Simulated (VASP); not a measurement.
# CoSi (P4/mmm) in VASP: further runs, part 2 of 2

VASP 6.6.1. The steps go on from the part before.

## 3. Single point, PBE, collinear spin, ferromagnetic start (stretched by -2 % along [0.0, 0.0, 1.0] at fixed volume)

Input file INCAR:

```
  PREC = Accurate
  ENCUT = 520
  EDIFF = 1E-7
  ISMEAR = -1
  SIGMA = 0.1
  LREAL = F
  LASPH = T
  NELM = 150
  ALGO = Normal
  ISIF = 2
  LWAVE = F
  LCHARG = T
  ISPIN = 2
  MAGMOM = 0.5 0
  LORBIT = 11
  LMAXMIX = 4
  GGA = PE
  LELF = T
  LVHAR = T
  NBANDS = 18
```

Input file KPOINTS:

```
Automatic mesh
0
Gamma
  12 12 13
```

Input file POSCAR:

```
CoSi
1.0
    2.8095716175      0.0000000000      0.0000000000
    0.0000000000      2.8095716175      0.0000000000
    0.0000000000      0.0000000000      2.7257073200
Co Si
1 1
Direct
    0.0000000000      0.0000000000      0.0000000000
    0.5000000000      0.5000000000      0.5000000000
```

Potentials or basis: VASP PAW PBE potentials, release 64 (Co, Si).

Started as:

```console
cat potpaw_PBE.64/Co/POTCAR potpaw_PBE.64/Si/POTCAR > POTCAR
mpirun -np 1 vasp_std > vasp.out
```

OUTCAR:

```text
PREC = Accurate
   ENCUT = 520
   EDIFF = 1E-7
   ISMEAR = -1
   LREAL = F
   LASPH = T
   NELM = 150
   ISIF = 2
   ISPIN = 2
   LORBIT = 11
   GGA = PE

 ion  position               nearest neighbor table
   1  0.000  0.000  0.000-   2 2.41   2 2.41   2 2.41   2 2.41   2 2.41   2 2.41   2 2.41   2 2.41

   2  0.500  0.500  0.500-   1 2.41   1 2.41   1 2.41   1 2.41   1 2.41   1 2.41   1 2.41   1 2.41

  LATTYP: Found a simple tetragonal cell.
 ALAT       =     2.8095716175
 C/A-ratio  =     0.9701505037

  Lattice vectors:

 A1 = (   2.8095716175,   0.0000000000,   0.0000000000)
 A2 = (   0.0000000000,   2.8095716175,   0.0000000000)
 A3 = (   0.0000000000,   0.0000000000,   2.7257073200)

Analysis of symmetry for initial positions (statically):
=====================================================================
 Subroutine PRICEL returns:
 Original cell was already a primitive cell.

 Routine SETGRP: Setting up the symmetry group for a
 simple tetragonal supercell.

 Subroutine GETGRP returns: Found 16 space group operations
 (whereof 16 operations were pure point group operations)
 out of a pool of 16 trial point group operations.

The static configuration has the point symmetry D_4h.

Analysis of symmetry for dynamics (positions and initial velocities):
=====================================================================
 Subroutine PRICEL returns:
 Original cell was already a primitive cell.

 Routine SETGRP: Setting up the symmetry group for a
 simple tetragonal supercell.

 Subroutine GETGRP returns: Found 16 space group operations
 (whereof 16 operations were pure point group operations)
 out of a pool of 16 trial point group operations.

The dynamic configuration has the point symmetry D_4h.

Analysis of structural, dynamic, and magnetic symmetry:
[... 150 lines left out ...]

 Free energy of the ion-electron system (eV)
  ---------------------------------------------------
  ext. energy  EPLUGINS =         0.00000000
  ---------------------------------------------------
  free energy    TOTEN  =       -13.30769384 eV

  energy without entropy =      -13.25807436  energy(sigma->0) =      -13.28288410

 E-fermi :  12.8203     XC(G=0): -12.9425

 val. band max:       12.8193682393   @ k =   0.4167   0.0833   0.1538
 cond. band min:      12.8229123773   @ k =   0.4167   0.0833   0.3077
 fundamental gap:      0.0035441381
 Fermi energy:        12.8203112952

 spin component 1

 k-point     1 :       0.0000    0.0000    0.0000
  band No.  band energies     occupation
      1      -1.4134      1.00000
      2       8.7285      1.00000
      3       8.7288      1.00000
      4      11.2181      1.00000
      5      11.3344      1.00000
      6      11.3344      1.00000
[... 493 lines left out ...]
     17      35.5128      0.00000
     18      38.5496      0.00000

 [... further k-points ...]

 spin component 2

 k-point     1 :       0.0000    0.0000    0.0000
  band No.  band energies     occupation
      1      -1.4049      1.00000
      2       9.2429      1.00000
      3       9.3144      1.00000
      4      11.5588      1.00000
      5      11.6602      0.99999
      6      11.6602      0.99999
[... 493 lines left out ...]
     17      35.6271      0.00000
     18      38.6242      0.00000

 [... further k-points ...]

------------------------ aborting loop because EDIFF is reached ----------------------------------------

  FORCE on cell =-STRESS in cart. coord.  units (eV):
  Direction    XX          YY          ZZ          XY          YZ          ZX
  --------------------------------------------------------------------------------------
  -------------------------------------------------------------------------------------
  Total       -0.0067384     -0.0067384      0.2160828      0.0000000     -0.0000000      0.0000000
  in kB       -0.5017765     -0.5017765     16.0905660      0.0000000     -0.0000000      0.0000000
  external PRESSURE =       5.0290043 kB  Pullay stress =       0.0000000 kB

 VOLUME and BASIS-vectors are now :
 -----------------------------------------------------------------------------
  energy-cutoff  :      520.00
  volume of cell :       21.52
      direct lattice vectors                 reciprocal lattice vectors
     2.809571618  0.000000000  0.000000000     0.355926147  0.000000000  0.000000000
     0.000000000  2.809571618  0.000000000     0.000000000  0.355926147  0.000000000
     0.000000000  0.000000000  2.725707320     0.000000000  0.000000000  0.366877248

 POSITION                                       TOTAL-FORCE (eV/Angst)
 -----------------------------------------------------------------------------------
      0.00000      0.00000      0.00000         0.000000      0.000000      0.000000
      1.40479      1.40479      1.36285         0.000000      0.000000      0.000000
 -----------------------------------------------------------------------------------
    total drift:                                0.000000      0.000000      0.000000

  FREE ENERGIE OF THE ION-ELECTRON SYSTEM (eV)
  ---------------------------------------------------
  free  energy   TOTEN  =       -13.3076938372 eV

  energy  without entropy=      -13.2580743557  energy(sigma->0) =      -13.28288410

 total charge

# of ion       s       p       d       tot
------------------------------------------
    1        0.440   0.589   7.578   8.607
    2        0.710   0.864   0.000   1.574
--------------------------------------------------
tot          1.150   1.453   7.578  10.181

 magnetization (x)

# of ion       s       p       d       tot
------------------------------------------
    1        0.006   0.000   0.499   0.506
    2        0.002   0.009   0.000   0.011
--------------------------------------------------
tot          0.007   0.009   0.499   0.516
```

OSZICAR:

```text
N       E                     dE             d eps       ncg     rms          rms(c)
DAV:   1     0.466508548287E+02    0.46651E+02   -0.50910E+03 14456   0.752E+02
DAV:   2    -0.121202406685E+02   -0.58771E+02   -0.51792E+02 15808   0.167E+02
DAV:   3    -0.147502953147E+02   -0.26301E+01   -0.25616E+01 16620   0.365E+01
DAV:   4    -0.147826336279E+02   -0.32338E-01   -0.32295E-01 16628   0.360E+00
DAV:   5    -0.147833584778E+02   -0.72485E-03   -0.72476E-03 16936   0.553E-01    0.144E+01
DAV:   6    -0.175471574947E+02   -0.27638E+01   -0.37403E+01 15472   0.724E+01    0.168E+01
DAV:   7    -0.133338005420E+02    0.42134E+01   -0.19112E+01 15926   0.490E+01    0.258E+00
DAV:   8    -0.133198096124E+02    0.13991E-01   -0.16486E-01 16746   0.265E+00    0.145E+00
DAV:   9    -0.133076398762E+02    0.12170E-01   -0.32078E-02 18846   0.200E+00    0.487E-01
DAV:  10    -0.133075851210E+02    0.54755E-04   -0.10143E-03 19812   0.254E-01    0.238E-01
DAV:  11    -0.133077132788E+02   -0.12816E-03   -0.80763E-04 16886   0.269E-01    0.823E-02
DAV:  12    -0.133076948090E+02    0.18470E-04   -0.29391E-04 20440   0.167E-01    0.275E-02
DAV:  13    -0.133076944848E+02    0.32418E-06   -0.12421E-05 17754   0.269E-02    0.113E-02
DAV:  14    -0.133076938426E+02    0.64214E-06   -0.49322E-06 18080   0.212E-02    0.469E-03
DAV:  15    -0.133076938372E+02    0.54805E-08   -0.19084E-07 12792   0.361E-03
   1 F= -.13307694E+02 E0= -.13282884E+02  d E =-.496195E-01  mag=     0.5019
```

Run time: 1.7 min. Hardware: 1 thread of Intel Xeon Platinum 8259CL at 2.50GHz (Skylake/Cascade Lake), shared host; peak memory 0.23 GiB.

What came out:

| Item | Value |
| --- | --- |
| Free energy | -13.3077 eV |
| Pressure | 0.5 GPa |
| Net moment | 0.50 μB per cell |
| Site moments | Co +0.51; Si +0.01 μB |
| Valence electrons inside the program's atomic spheres | Co 8.61; Si 1.57 |

## 4. Single point, PBE, collinear spin, ferromagnetic start (stretched by -2 % along [0.0, 0.0, 1.0] at fixed volume)

Input file INCAR:

```
SYSTEM = CoSi
  PREC = Accurate
  ENCUT = 520
  EDIFF = 1E-6
  ISMEAR = -1
  SIGMA = 0.1
  LREAL = .FALSE.
  LASPH = .TRUE.
  NELM = 150
  ALGO = Normal
  ISIF = 2
  LWAVE = .FALSE.
  LCHARG = .TRUE.
  ISPIN = 2
  MAGMOM = 0.5 0
  LORBIT = 11
  LMAXMIX = 4
  GGA = PE
  LELF = .TRUE.
  LVHAR = .TRUE.
  NBANDS = 18
```

Input file KPOINTS:

```
regular mesh
0
G
  12 12 13
  0 0 0
```

POSCAR is that of step 3.

Potentials or basis: VASP PAW PBE potentials, release 64 (Co, Si).

Started as:

```console
cat potpaw_PBE.64/Co/POTCAR potpaw_PBE.64/Si/POTCAR > POTCAR
mpirun -np 1 vasp_std > vasp.out
```

OUTCAR:

```text
SYSTEM = CoSi
   PREC = Accurate
   ENCUT = 520
   EDIFF = 1E-6
   ISMEAR = -1
   LREAL = .FALSE.
   LASPH = .TRUE.
   NELM = 150
   ISIF = 2
   ISPIN = 2
   LORBIT = 11
   GGA = PE

 ion  position               nearest neighbor table
   1  0.000  0.000  0.000-   2 2.41   2 2.41   2 2.41   2 2.41   2 2.41   2 2.41   2 2.41   2 2.41

   2  0.500  0.500  0.500-   1 2.41   1 2.41   1 2.41   1 2.41   1 2.41   1 2.41   1 2.41   1 2.41

  LATTYP: Found a simple tetragonal cell.
 ALAT       =     2.8095716175
 C/A-ratio  =     0.9701505037

  Lattice vectors:

 A1 = (   2.8095716175,   0.0000000000,   0.0000000000)
 A2 = (   0.0000000000,   2.8095716175,   0.0000000000)
 A3 = (   0.0000000000,   0.0000000000,   2.7257073200)

Analysis of symmetry for initial positions (statically):
=====================================================================
 Subroutine PRICEL returns:
 Original cell was already a primitive cell.

 Routine SETGRP: Setting up the symmetry group for a
 simple tetragonal supercell.

 Subroutine GETGRP returns: Found 16 space group operations
 (whereof 16 operations were pure point group operations)
 out of a pool of 16 trial point group operations.

The static configuration has the point symmetry D_4h.

Analysis of symmetry for dynamics (positions and initial velocities):
=====================================================================
 Subroutine PRICEL returns:
 Original cell was already a primitive cell.

 Routine SETGRP: Setting up the symmetry group for a
 simple tetragonal supercell.

 Subroutine GETGRP returns: Found 16 space group operations
 (whereof 16 operations were pure point group operations)
 out of a pool of 16 trial point group operations.

The dynamic configuration has the point symmetry D_4h.

Analysis of structural, dynamic, and magnetic symmetry:
=====================================================================
 Subroutine PRICEL returns:
 Original cell was already a primitive cell.

 Routine SETGRP: Setting up the symmetry group for a
 simple tetragonal supercell.

[... 147 lines left out ...]
  ---------------------------------------------------
  free energy    TOTEN  =       -13.30769383 eV

  energy without entropy =      -13.25807008  energy(sigma->0) =      -13.28288196

 E-fermi :  12.8204     XC(G=0): -12.9425

 val. band max:       12.8194236844   @ k =   0.4167   0.0833   0.1538
 cond. band min:      12.8229567933   @ k =   0.4167   0.0833   0.3077
 fundamental gap:      0.0035331089
 Fermi energy:        12.8203801489

 spin component 1

 k-point     1 :       0.0000    0.0000    0.0000
  band No.  band energies     occupation
      1      -1.4134      1.00000
      2       8.7286      1.00000
      3       8.7290      1.00000
      4      11.2182      1.00000
      5      11.3345      1.00000
      6      11.3345      1.00000
[... 493 lines left out ...]
     17      35.5129      0.00000
     18      38.5497      0.00000

 [... further k-points ...]

 spin component 2

 k-point     1 :       0.0000    0.0000    0.0000
  band No.  band energies     occupation
      1      -1.4050      1.00000
      2       9.2430      1.00000
      3       9.3144      1.00000
      4      11.5590      1.00000
      5      11.6603      0.99999
      6      11.6603      0.99999
[... 493 lines left out ...]
     17      35.6271      0.00000
     18      38.6241      0.00000

 [... further k-points ...]

------------------------ aborting loop because EDIFF is reached ----------------------------------------

  FORCE on cell =-STRESS in cart. coord.  units (eV):
  Direction    XX          YY          ZZ          XY          YZ          ZX
  --------------------------------------------------------------------------------------
  -------------------------------------------------------------------------------------
  Total       -0.0118413     -0.0118413      0.2109782      0.0000000     -0.0000000      0.0000000
  in kB       -0.8817566     -0.8817566     15.7104535      0.0000000     -0.0000000      0.0000000
  external PRESSURE =       4.6489801 kB  Pullay stress =       0.0000000 kB

 VOLUME and BASIS-vectors are now :
 -----------------------------------------------------------------------------
  energy-cutoff  :      520.00
  volume of cell :       21.52
      direct lattice vectors                 reciprocal lattice vectors
     2.809571618  0.000000000  0.000000000     0.355926147  0.000000000  0.000000000
     0.000000000  2.809571618  0.000000000     0.000000000  0.355926147  0.000000000
     0.000000000  0.000000000  2.725707320     0.000000000  0.000000000  0.366877248

 POSITION                                       TOTAL-FORCE (eV/Angst)
 -----------------------------------------------------------------------------------
      0.00000      0.00000      0.00000         0.000000      0.000000      0.000000
      1.40479      1.40479      1.36285         0.000000      0.000000      0.000000
 -----------------------------------------------------------------------------------
    total drift:                               -0.000000      0.000000      0.000000

  FREE ENERGIE OF THE ION-ELECTRON SYSTEM (eV)
  ---------------------------------------------------
  free  energy   TOTEN  =       -13.3076938324 eV

  energy  without entropy=      -13.2580700779  energy(sigma->0) =      -13.28288196

 total charge

# of ion       s       p       d       tot
------------------------------------------
    1        0.440   0.589   7.578   8.607
    2        0.710   0.864   0.000   1.574
--------------------------------------------------
tot          1.150   1.453   7.578  10.181

 magnetization (x)

# of ion       s       p       d       tot
------------------------------------------
    1        0.006   0.000   0.499   0.506
    2        0.002   0.009   0.000   0.011
--------------------------------------------------
tot          0.007   0.009   0.499   0.516
```

It took 86 s on 1 thread of Intel Xeon Platinum 8259CL at 2.50GHz (Skylake/Cascade Lake), shared host; peak memory 0.23 GiB.

What came out:

```yaml
Free_energy: -13.3077 eV
Pressure: 0.5 GPa
Net_moment: 0.50 μB per cell
Site_moments: Co +0.51; Si +0.01 μB
Valence_electrons_inside_the_program's_atomic_spheres: Co 8.61; Si 1.57
```

## 5. Single point, PBE, non-collinear spin, typed start, spin-orbit coupling (stretched by -2 % along [0.0, 0.0, 1.0] at fixed volume)

Input file INCAR:

```
SYSTEM = CoSi
ALGO     = Normal         ! electronic algorithm
EDIFF    = 1E-7           ! SCF threshold, eV
ENCUT    = 520            ! plane-wave cutoff, eV
GGA      = PE             ! functional
GGA_COMPAT= .False.      
ISIF     = 2              ! what is computed and relaxed
ISMEAR   = -1             ! smearing method
LASPH    = .True.         ! aspherical terms in the spheres
LCHARG   = .False.        ! write CHGCAR
LMAXMIX  = 4              ! l up to which the mixer works
LNONCOLLINEAR= .True.         ! non-collinear magnetism
LORBIT   = 11             ! projections on sites
LORBMOM  = .True.       
LREAL    = .False.        ! projectors in reciprocal space
LSORBIT  = .True.         ! spin-orbit coupling
LWAVE    = .False.        ! write WAVECAR
MAGMOM   = 0.354 0.354 0 0 0 0 ! initial moments
NBANDS   = 25             ! bands
NELM     = 150            ! most SCF steps
PREC     = Accurate       ! precision mode
SIGMA    = 0.1            ! smearing width, eV
```

Input file KPOINTS:

```
k-points
0
Gamma
  12 12 13
  0 0 0
```

POSCAR is that of step 4.

Started as:

```console
cat potpaw_PBE.64/Co/POTCAR potpaw_PBE.64/Si/POTCAR > POTCAR
mpirun -np 1 vasp_ncl > vasp.out
```

Run time: 5 min. Hardware: 1 thread of Intel Xeon 6975P-C (Granite Rapids), shared host; peak memory 0.5 GiB.

Results (log left out):

```
Free energy                                           : -13.3145 eV
Pressure                                              : 0.5 GPa
Net moment                                            : 0.50 μB per cell
Valence electrons inside the program's atomic spheres : Co 8.61; Si 1.57
```

Stress tensor (GPa, compression positive):
```
-0.02  0.00  0.00
 0.00 -0.02  0.00
 0.00  0.00  1.64
```

Moments on the atoms (μB; x, y, z):
```
Co  0.36 0.36 0.00
Si  0.01 0.01 0.00
```
